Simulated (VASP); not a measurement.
# Sb (P-1) in VASP: further runs

Aim: see how the results for Sb move with the level of theory and the settings. Levels: PBE, HSE06. Tasks: single point.

Program: VASP 6.6.1. These are calculated values, not measurements. Logs are shortened: lines on timing, memory, paths and dates and some standing lists are left out, and cuts for length are marked.

## (1) The cell of the first run

The typed cell holds 1 atom: a = 3.459 Å, b = 3.554 Å, c = 3.342 Å, α = 58.62°, β = 55.56°, γ = 54.87°.

## (2) Single point, PBE

File INCAR:

```
PREC = Accurate
ENCUT = 500
EDIFF = 1E-6
ISMEAR = -1
SIGMA = 0.05
LREAL = F
LASPH = T
NELM = 120
ALGO = Normal
ISIF = 2
LWAVE = F
LCHARG = T
GGA = PE
LELF = T
LVHAR = T
NBANDS = 8
GGA_COMPAT = F
```

File KPOINTS:

```
Automatic mesh
0
Gamma
  7 7 7
```

File POSCAR:

```
Sb
1.0
    0.1733647600      2.3885337500      2.4958692300
    2.4173055400      0.0646925500      2.6045414300
    2.3204533900      2.4003538000      0.1615447000
Sb
1
Direct
    0.0000000000      0.0000000000      0.0000000000
```

Potentials or basis: VASP PAW PBE potentials, release 64 (Sb).

Run with:

```sh
cat potpaw_PBE.64/Sb/POTCAR > POTCAR
mpirun -np 1 vasp_std > vasp.out
```

OUTCAR:

```text
PREC = Accurate
   ENCUT = 500
   EDIFF = 1E-6
   ISMEAR = -1
   LREAL = F
   LASPH = T
   NELM = 120
   ISIF = 2
   GGA = PE

 ion  position               nearest neighbor table
   1  0.000  0.000  0.000-

  Warning from LATTYP: Got some problem with cell dimensions!
  Tried to take original basis but could not verify dimensions!
  LATTYP: Found a triclinic cell.
 ALAT       =     3.4589755750
 B/A-ratio  =     0.9663262552
 C/A-ratio  =     0.9344475022
 COS(alpha) =     0.0327225582
 COS(beta)  =     0.4374087776
 COS(gamma) =     0.5655612418

  Lattice vectors:

 A1 = (   0.1733647600,   2.3885337500,   2.4958692300)
 A2 = (   2.3204533900,   2.4003538000,   0.1615447000)
 A3 = (  -2.2439407800,   2.3238412000,  -0.1086722000)

Analysis of symmetry for initial positions (statically):
=====================================================================
 Subroutine PRICEL returns:
 Original cell was already a primitive cell.

 Routine SETGRP: Setting up the symmetry group for a
 triclinic supercell.

 Subroutine GETGRP returns: Found  2 space group operations
 (whereof  2 operations were pure point group operations)
 out of a pool of  2 trial point group operations.

The static configuration has the point symmetry S_2 .

Analysis of symmetry for dynamics (positions and initial velocities):
=====================================================================
 Subroutine PRICEL returns:
 Original cell was already a primitive cell.

 Routine SETGRP: Setting up the symmetry group for a
 triclinic supercell.

 Subroutine GETGRP returns: Found  2 space group operations
 (whereof  2 operations were pure point group operations)
 out of a pool of  2 trial point group operations.

The dynamic configuration has the point symmetry S_2 .

 Subroutine INISYM returns: Found  2 space group operations
 (whereof  2 operations are pure point group operations),
 and found     1 'primitive' translations

----------------------------------------------------------------------------------------

                                     Primitive cell

  volume of cell :      26.5282

  direct lattice vectors                    reciprocal lattice vectors
     0.173364760  2.388533750  2.495869230    -0.235273108  0.213102125  0.213066631
     2.417305540  0.064692550  2.604541430     0.211288965 -0.217261020  0.193241382
     2.320453390  2.400353800  0.161544700     0.228420051  0.210407962 -0.217225526

  length of vectors
     3.458975575  3.554038162  3.342498914     0.382313144  0.359426778  0.378990975

  position of ions in fractional coordinates (direct lattice)
     0.000000000  0.000000000  0.000000000

  ion indices of the primitive-cell ions
   primitive index   ion index
                 1           1

----------------------------------------------------------------------------------------

 KPOINTS: Automatic mesh

Automatic generation of k-mesh.
 Grid dimensions read from file:
 generate k-points for:    7    7    7

 Generating k-lattice:

  Cartesian coordinates                     Fractional coordinates (reciprocal lattice)
    -0.033610444  0.030443161  0.030438090     0.142857143  0.000000000  0.000000000
     0.030184138 -0.031037289  0.027605912     0.000000000  0.142857143  0.000000000
     0.032631436  0.030058280 -0.031032218     0.000000000 -0.000000000  0.142857143

  Length of vectors
     0.054616163  0.051346683  0.054141568

  Shift w.r.t. Gamma in fractional coordinates (k-lattice)
     0.000000000  0.000000000  0.000000000

 Subroutine IBZKPT returns following result:
 ===========================================

 Found    172 irreducible k-points:

 Following reciprocal coordinates:
            Coordinates               Weight
  0.000000  0.000000  0.000000      1.000000
  0.142857 -0.000000 -0.000000      2.000000
  0.285714  0.000000  0.000000      2.000000
  0.428571  0.000000 -0.000000      2.000000
  0.000000  0.142857  0.000000      2.000000
  0.142857  0.142857  0.000000      2.000000
[... 16 lines left out ...]
 -0.428571  0.428571  0.000000      2.000000
 -0.285714  0.428571  0.000000      2.000000
 [... further k-points ...]
   k-points           NKPTS =    172   k-points in BZ     NKDIM =    172   number of bands    NBANDS=      8
   number of dos      NEDOS =    301   number of ions     NIONS =      1
   total plane-waves  NPLWV =  18816
   dimension x,y,z NGX =    28 NGY =   28 NGZ =   24
   dimension x,y,z NGXF=    56 NGYF=   56 NGZF=   48
   ions per type =               1
   NGX,Y,Z   is equivalent  to a cutoff of  13.46, 13.10, 11.94 a.u.
   NGXF,Y,Z  is equivalent  to a cutoff of  26.91, 26.19, 23.87 a.u.
 SYSTEM =  unknown system
   PREC   = accura    normal or accurate (medium, high low for compatibility)
   ISTART =      0    job   : 0-new  1-cont  2-samecut
   ICHARG =      2    charge: 1-file 2-atom 10-const
   ISPIN  =      1    spin polarized calculation?
   LNONCOLLINEAR =      F non collinear calculations
   LSORBIT =      F    spin-orbit coupling
   LASPH  =      T    aspherical Exc in radial PAW
   ENCUT  =  500.0 eV  36.75 Ry    6.06 a.u.   6.31  6.48  6.09*2*pi/ulx,y,z
   NELM   =    120;   NELMIN=  2; NELMDL= -5     # of ELM steps
   EDIFF  = 0.1E-05   stopping-criterion for ELM
   LREAL  =      F    real-space projection
   EDIFFG = 0.1E-04   stopping-criterion for IOM
   NSW    =      0    number of steps for IOM
   IBRION =     -1    ionic relax: 0-MD 1-quasi-New 2-CG
   NFREE  =      0    steps in history (QN), initial steepest desc. (CG)
   ISIF   =      2    stress and relaxation
   ISYM   =      2    0-nonsym 1-usesym 2-fastsym
   POTIM  = 0.5000    time-step for ionic-motion
   TEBEG  =    0.0;   TEEND  =   0.0 temperature during run
   PSTRESS=    0.0 pullay stress
   NELECT =       5.0000    total number of electrons
   NUPDOWN=      -1.0000    fix difference up-down
   EMIN   =  10.00;   EMAX   =-10.00  energy-range for DOS
   EFERMI =   0.00;   METHOD = LEGACY
   ISMEAR =    -1;   SIGMA  =   0.05  broadening in eV -4-tet -1-fermi 0-gaus
   EFERMI_NEDOS =   21; number of points for ismear=-14 and -15
   IALGO  =     38    algorithm
   IMIX   =      4    mixing-type and parameters
     AMIX     =   0.40;   BMIX     =  1.00
     AMIX_MAG =   1.60;   BMIX_MAG =  1.00
  volume/ion in A,a.u.               =      26.53       179.02
  Fermi-wavevector in a.u.,A,eV,Ry     =   0.938633  1.773758 11.987156  0.881031
  Thomas-Fermi vector in A             =   2.065864
   LORBIT       =      0    0 simple, 1 ext, 2 COOP (PROOUT), +10 PAW based schemes
   GGA     = PE    functional components
   LHFCALC =     F    Hartree Fock is set to
   AEXX    =    0.0000 exact exchange contribution
   IVDW    =     0    specifies the selected vdW correction
   LEPSILON=     F    determine dielectric tensor
   LRPA    =     F    only Hartree local field effects (RPA)
 non-spin polarized calculation
  energy-cutoff  :      500.00
  volume of cell :       26.53
 maximum number of plane-waves:       687
 NGX is ok and might be reduce to    28
   NGX = 13   NGY = 13   NGZ = 13

 number of electron       5.0000000 magnetization

 Free energy of the ion-electron system (eV)
  ---------------------------------------------------
  ext. energy  EPLUGINS =         0.00000000
  ---------------------------------------------------
  free energy    TOTEN  =        -3.79882917 eV

  energy without entropy =       -3.79171126  energy(sigma->0) =       -3.79527022

 E-fermi :   8.6707     XC(G=0): -10.2905

 val. band max:        8.6682189666   @ k =  -0.0000   0.4286   0.2857
 cond. band min:       8.7031753997   @ k =   0.4286   0.0000   0.2857
 fundamental gap:      0.0349564331
 Fermi energy:         8.6707485122

 k-point     1 :       0.0000    0.0000    0.0000
  band No.  band energies     occupation
      1      -4.3619      2.00000
      2      12.7963      0.00000
      3      14.0498      0.00000
      4      15.3022      0.00000
      5      17.2129      0.00000
      6      18.4380      0.00000
      7      19.5268      0.00000
      8      20.0802      0.00000

 k-point     2 :       0.1429   -0.0000   -0.0000
  band No.  band energies     occupation
      1      -3.9072      2.00000
      2      12.0937      0.00000
      3      12.5527      0.00000
      4      13.5223      0.00000
      5      17.2449      0.00000
      6      18.0886      0.00000
      7      19.5339      0.00000
      8      20.3215      0.00000

 k-point     3 :       0.2857    0.0000    0.0000
  band No.  band energies     occupation
      1      -2.5592      2.00000
      2       7.6016      2.00000
      3      11.8690      0.00000
      4      12.5992      0.00000
      5      16.2954      0.00000
      6      17.8411      0.00000
      7      19.1747      0.00000
      8      20.1327      0.00000

 k-point     4 :       0.4286    0.0000   -0.0000
  band No.  band energies     occupation
      1      -0.5061      2.00000
      2       3.7781      2.00000
      3      11.2585      0.00000
      4      12.3620      0.00000
      5      15.8436      0.00000
      6      17.2402      0.00000
      7      18.2811      0.00000
      8      18.4764      0.00000

 k-point     5 :       0.0000    0.1429    0.0000
  band No.  band energies     occupation
      1      -3.9707      2.00000
      2      10.7290      0.00000
      3      12.7969      0.00000
      4      14.7096      0.00000
      5      17.8270      0.00000
      6      18.2582      0.00000
      7      20.2779      0.00000
      8      20.9206      0.00000
[... 177 lines left out ...]
 k-point    22 :       0.4286    0.4286    0.0000
  band No.  band energies     occupation
      1      -0.0630      2.00000
      2       4.3453      2.00000
      3       9.4176      0.00000
      4      10.2152      0.00000
      5      13.4276      0.00000
      6      14.1168      0.00000
      7      25.7947      0.00000
      8      25.9416      0.00000

 k-point    23 :      -0.4286    0.4286    0.0000
  band No.  band energies     occupation
      1       0.8423      2.00000
      2       3.7097      2.00000
      3       7.7927      2.00000
      4       9.6251      0.00000
      5      13.5353      0.00000
      6      16.7747      0.00000
      7      24.4463      0.00000
      8      25.2570      0.00000

 k-point    24 :      -0.2857    0.4286    0.0000
  band No.  band energies     occupation
      1       0.2910      2.00000
      2       4.5544      2.00000
      3       6.4567      2.00000
      4      10.5925      0.00000
      5      14.5371      0.00000
      6      20.9830      0.00000
      7      21.7075      0.00000
      8      23.7753      0.00000

 [... further k-points ...]

------------------------ aborting loop because EDIFF is reached ----------------------------------------

  FORCE on cell =-STRESS in cart. coord.  units (eV):
  Direction    XX          YY          ZZ          XY          YZ          ZX
  --------------------------------------------------------------------------------------
  -------------------------------------------------------------------------------------
  Total        0.1924639      0.5271917      0.5137510     -0.3165848     -0.1147831     -0.1274826
  in kB       11.6239080     31.8398881     31.0281328    -19.1202245     -6.9323546     -7.6993475
  external PRESSURE =      24.8306430 kB  Pullay stress =       0.0000000 kB

 VOLUME and BASIS-vectors are now :
 -----------------------------------------------------------------------------
  energy-cutoff  :      500.00
  volume of cell :       26.53
      direct lattice vectors                 reciprocal lattice vectors
     0.173364760  2.388533750  2.495869230    -0.235273108  0.213102125  0.213066631
     2.417305540  0.064692550  2.604541430     0.211288965 -0.217261020  0.193241382
     2.320453390  2.400353800  0.161544700     0.228420051  0.210407962 -0.217225526

 POSITION                                       TOTAL-FORCE (eV/Angst)
 -----------------------------------------------------------------------------------
      0.00000      0.00000      0.00000         0.000000      0.000000     -0.000000
 -----------------------------------------------------------------------------------
    total drift:                                0.000000      0.000000      0.000000

  FREE ENERGIE OF THE ION-ELECTRON SYSTEM (eV)
  ---------------------------------------------------
  free  energy   TOTEN  =        -3.7988291678 eV

  energy  without entropy=       -3.7917112635  energy(sigma->0) =       -3.79527022
```

It took 28 s on 1 thread of Intel Xeon Platinum 8259CL at 2.50GHz (Skylake/Cascade Lake), shared host; peak memory 0.17 GiB.

What came out:

```yaml
Free_energy: -3.7988 eV
Pressure: 2.5 GPa
Band_gap_on_the_k_mesh: zero (an odd number of electrons rules out a gap without spin polarisation)
```

Stress tensor (GPa, compression positive):
```
 1.16 -1.91 -0.77
-1.91  3.18 -0.69
-0.77 -0.69  3.10
```

Levels at points of the mesh, in eV from the Fermi level:
| k point | band 1 | band 2 | band 3 | band 4 | band 5 | band 6 | band 7 | band 8 |
| --- | --- | --- | --- | --- | --- | --- | --- | --- |
| (0.00, 0.00, 0.00) | -13.03 | 4.13 | 5.38 | 6.63 | 8.54 | 9.77 | 10.86 | 11.41 |

Caveat: spin-orbit coupling is left out, which moves the levels of the heavy elements.

## (3) Single point, PBE

File INCAR:

```
  PREC = Accurate
  ENCUT = 500
  EDIFF = 1E-6
  ISMEAR = -1
  SIGMA = 0.025
  LREAL = False
  LASPH = True
  NELM = 120
  ALGO = Normal
  ISIF = 2
  LWAVE = False
  LCHARG = True
  GGA = PE
  LELF = True
  LVHAR = True
  NBANDS = 8
  GGA_COMPAT = False
```

File KPOINTS:

```
regular mesh
0
Gamma
  7 7 7
```

POSCAR is that of step 2.

Potentials or basis: VASP PAW PBE potentials, release 64 (Sb).

Run with:

```sh
cat potpaw_PBE.64/Sb/POTCAR > POTCAR
mpirun -np 1 vasp_std > vasp.out
```

It took 30 s on 1 thread of Intel Xeon Platinum 8259CL at 2.50GHz (Skylake/Cascade Lake), shared host; peak memory 0.17 GiB.

The run converged. Its results:

| Item | Value |
| --- | --- |
| Free energy | -3.7961 eV |
| Pressure | 2.5 GPa |
| Band gap on the k mesh | zero (an odd number of electrons rules out a gap without spin polarisation) |

Stress tensor (GPa, compression positive):
```
 1.06 -2.05 -0.66
-2.05  3.21 -0.53
-0.66 -0.53  3.16
```

Levels at points of the mesh, in eV from the Fermi level:
```
           k point  band 1  band 2  band 3  band 4  band 5  band 6  band 7  band 8
(0.00, 0.00, 0.00)  -13.04    4.12    5.38    6.63    8.54    9.76   10.85   11.41
```

Caveat: spin-orbit coupling is left out, which moves the levels of the heavy elements.

## (4) Single point, PBE

File INCAR:

```
PREC     = Accurate       # precision mode
ENCUT    = 500            # plane-wave cutoff, eV
EDIFF    = 1E-6           # SCF threshold, eV
ISMEAR   = -1             # smearing method
SIGMA    = 0.01           # smearing width, eV
LREAL    = False          # projectors in reciprocal space
LASPH    = True           # aspherical terms in the spheres
NELM     = 120            # most SCF steps
ALGO     = Normal         # electronic algorithm
ISIF     = 2              # what is computed and relaxed
LWAVE    = False          # write WAVECAR
LCHARG   = True           # write CHGCAR
GGA      = PE             # functional
LELF     = True           # ELF
LVHAR    = True         
NBANDS   = 8              # bands
GGA_COMPAT= False
```

File KPOINTS:

```
Automatic mesh
0
Gamma
  7 7 7
```

POSCAR is that of step 3.

Run with:

```sh
cat potpaw_PBE.64/Sb/POTCAR > POTCAR
mpirun -np 1 vasp_std > vasp.out
```

Run time: 27 s. Hardware: 1 thread of Intel Xeon Platinum 8259CL at 2.50GHz (Skylake/Cascade Lake), shared host; peak memory 0.17 GiB.

The run converged. Its results:

```
Free energy            : -3.7953 eV
Pressure               : 2.5 GPa
Band gap on the k mesh : zero (an odd number of electrons rules out a gap without spin polarisation)
```

Stress tensor (GPa, compression positive):
```
 1.01 -2.12 -0.65
-2.12  3.28 -0.47
-0.65 -0.47  3.22
```

Levels at points of the mesh, in eV from the Fermi level:
| k point | band 1 | band 2 | band 3 | band 4 | band 5 | band 6 | band 7 | band 8 |
| --- | --- | --- | --- | --- | --- | --- | --- | --- |
| (0.00, 0.00, 0.00) | -13.03 | 4.13 | 5.38 | 6.63 | 8.54 | 9.77 | 10.86 | 11.41 |

Caveat: spin-orbit coupling is left out, which moves the levels of the heavy elements.

## (5) Single point, PBE

File INCAR:

```
SYSTEM = Sb
ALGO = Normal
EDIFF = 1E-6
ENCUT = 500
GGA = PE
GGA_COMPAT = .FALSE.
ISIF = 2
ISMEAR = -1
LASPH = .TRUE.
LCHARG = .FALSE.
LREAL = .FALSE.
LWAVE = .FALSE.
NBANDS = 8
NELM = 120
PREC = Accurate
SIGMA = 0.005
```

File KPOINTS:

```
k-points
0
G
  7 7 7
  0 0 0
```

POSCAR is that of step 4.

Run with:

```sh
cat potpaw_PBE.64/Sb/POTCAR > POTCAR
mpirun -np 1 vasp_std > vasp.out
```

Run time: 26 s. Hardware: 1 thread of Intel Xeon Platinum 8259CL at 2.50GHz (Skylake/Cascade Lake), shared host; peak memory 0.17 GiB.

Results (log left out):

```yaml
Free_energy: -3.7951 eV
Pressure: 2.5 GPa
Band_gap_on_the_k_mesh: zero (an odd number of electrons rules out a gap without spin polarisation)
```

Stress tensor (GPa, compression positive):
```
 0.96 -2.14 -0.66
-2.14  3.32 -0.47
-0.66 -0.47  3.23
```

Levels at points of the mesh, in eV from the Fermi level:
```tsv
k point	band 1	band 2	band 3	band 4	band 5	band 6	band 7
(0.00, 0.00, 0.00)	-13.03	4.13	5.38	6.64	8.55	9.77	10.86
```

Caveat: spin-orbit coupling is left out, which moves the levels of the heavy elements.

## (6) Single point, HSE06

POSCAR is that of step 5.

File INCAR.step1:

```
PREC     = Accurate       # precision mode
ENCUT    = 400            # plane-wave cutoff, eV
EDIFF    = 1E-5           # SCF threshold, eV
ISMEAR   = -1             # smearing method
SIGMA    = 0.1            # smearing width, eV
LREAL    = False          # projectors in reciprocal space
LASPH    = True           # aspherical terms in the spheres
NELM     = 120            # most SCF steps
ALGO     = Normal         # electronic algorithm
ISIF     = 2              # what is computed and relaxed
LWAVE    = True           # write WAVECAR
GGA      = PE             # functional
NBANDS   = 8              # bands
GGA_COMPAT= False
```

File INCAR.step2:

```
PREC     = Accurate       # precision mode
ENCUT    = 400            # plane-wave cutoff, eV
EDIFF    = 1E-6           # SCF threshold, eV
ISMEAR   = -1             # smearing method
SIGMA    = 0.1            # smearing width, eV
LREAL    = False          # projectors in reciprocal space
LASPH    = True           # aspherical terms in the spheres
NELM     = 120            # most SCF steps
ALGO     = Normal         # electronic algorithm
ISIF     = 2              # what is computed and relaxed
LWAVE    = False          # write WAVECAR
LCHARG   = True           # write CHGCAR
GGA      = PE             # functional
LHFCALC  = True           # exact exchange
HFSCREEN = 0.2079         # screening, 1/A
PRECFOCK = Normal       
LELF     = True           # ELF
LVHAR    = True         
ISTART   = 1            
NBANDS   = 8              # bands
GGA_COMPAT= False
```

File KPOINTS:

```
Automatic mesh
0
Gamma
  5 5 5
```

Potentials or basis: VASP PAW PBE potentials, release 64 (Sb).

Run with:

```sh
cat potpaw_PBE.64/Sb/POTCAR > POTCAR
cp INCAR.step1 INCAR
mpirun -np 1 vasp_std > vasp.out
cp INCAR.step2 INCAR
mpirun -np 1 vasp_std > vasp.out
```

It took 14 min on 1 thread of Intel Xeon Platinum 8259CL at 2.50GHz (Skylake/Cascade Lake), shared host; peak memory 0.24 GiB.

Results (log left out):

| Item | Value |
| --- | --- |
| Free energy | -4.6375 eV |
| Pressure | -0.9 GPa |
| Band gap on the k mesh | zero (an odd number of electrons rules out a gap without spin polarisation) |

Stress tensor (GPa, compression positive):
```
-1.57 -1.47  1.89
-1.47 -0.01 -0.21
 1.89 -0.21 -1.06
```

Levels at points of the mesh, in eV from the Fermi level:
```
           k point  band 1  band 2  band 3  band 4  band 5  band 6  band 7
(0.00, 0.00, 0.00)  -14.57    4.64    6.04    7.42    9.09   10.40   11.80
```

Caveat: the k points lie up to 0.48 Å⁻¹ apart, too coarse for converged energies and pressures of a metal; the PAW data sets were made with another functional, which shifts forces and pressure a little; spin-orbit coupling is left out, which moves the levels of the heavy elements.

## (7) The runs side by side

```tsv
level	k mesh	cutoff (eV)	smearing	grid for exact exchange (PRECFOCK)	share of exact exchange	screening parameter	gap on the mesh (eV)	pressure (GPa)
PBE	7 × 7 × 7	500	fermi-dirac 0.05 eV	-	-	-	none	2.5
PBE	7 × 7 × 7	500	fermi-dirac 0.025 eV	-	-	-	none	2.5
PBE	7 × 7 × 7	500	fermi-dirac 0.01 eV	-	-	-	none	2.5
PBE	7 × 7 × 7	500	fermi-dirac 0.005 eV	-	-	-	none	2.5
HSE06	5 × 5 × 5	400	fermi-dirac 0.1 eV	Normal	0.25	0.2079 1/Å	none	-0.9
```

Alike in all rows: task single point; potentials or basis VASP PAW PBE potentials, release 64 (Sb); no spin polarisation; cell as given.

Caveats: some runs use coarse meshes; spin-orbit coupling is left out, which moves the levels of the heavy elements; the PAW data sets were made with another functional, which shifts forces and pressure a little (at least some runs).

Absolute energies hang on the potentials; compare differences alone.
